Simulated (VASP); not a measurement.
Sc4Al: single point with PBE

Crystal: Sc4Al.

```
Sc Al
1.0
     2.94160    0.00000    0.00000
    -1.47080    2.54750    0.00000
     0.00000    0.00000   23.86952
Sc Al
8 2
Cartesian
  0.0000 1.6983 15.5152
  0.0000 1.6983 20.2891
  0.0000 1.6983 1.1935
  0.0000 1.6983 10.7413
  1.4708 0.8492 22.6760
  1.4708 0.8492 3.5804
  1.4708 0.8492 8.3543
  1.4708 0.8492 13.1282
  0.0000 1.6983 5.9674
  1.4708 0.8492 17.9021
```

| Item | Value |
| --- | --- |
| Program | VASP 6.6.1 |
| Task | single point |
| Functional | PBE |
| Potentials or basis | VASP PAW PBE potentials, release 64 (Sc_sv, Al) |
| Cutoff | 520 eV |
| k mesh | 6 × 6 × 1 |
| Occupations | gaussian, width 0.1 eV |
| Spin | no spin polarisation |

```
Pressure               : 21.7 GPa
Largest force          : 0.669 eV/Å
Band gap on the k mesh : zero (band 47 reaches 7.17 eV, above the bottom of band 48 at 5.53 eV)
```

Forces on the atoms (eV/Å):
```
Sc   0.000  0.000  0.669
Sc   0.000  0.000 -0.669
Sc   0.000  0.000  0.040
Sc   0.000  0.000 -0.040
Sc   0.000  0.000 -0.040
Sc   0.000  0.000  0.669
Sc   0.000  0.000 -0.669
Sc   0.000  0.000  0.040
Al   0.000  0.000  0.000
Al   0.000  0.000  0.000
```

Stress tensor (GPa, compression positive):
```
22.06  0.00  0.00
 0.00 22.06  0.00
 0.00  0.00 20.99
```

Levels at points of the mesh, in eV from the Fermi level:
```csv
k point,band 42,band 43,band 44,band 45,band 46,band 47,band 48,band 49,band 50,band 51
"(0.00, 0.00, 0.00)",-2.10,-0.69,-0.58,0.95,0.97,1.16,1.21,1.71,1.75,1.88
"(0.50, 0.00, 0.00)",-1.58,-1.31,-0.94,-0.85,-0.60,-0.49,-0.41,-0.21,0.01,0.12
```

Wall time 120 s on 1 thread of Intel(R) Xeon(R) Platinum 8259CL CPU @ 2.50GHz (Skylake/Cascade Lake), with other jobs on the host, peak memory 0.32 GiB.

Caveat: the k points lie up to 0.41 Å⁻¹ apart.
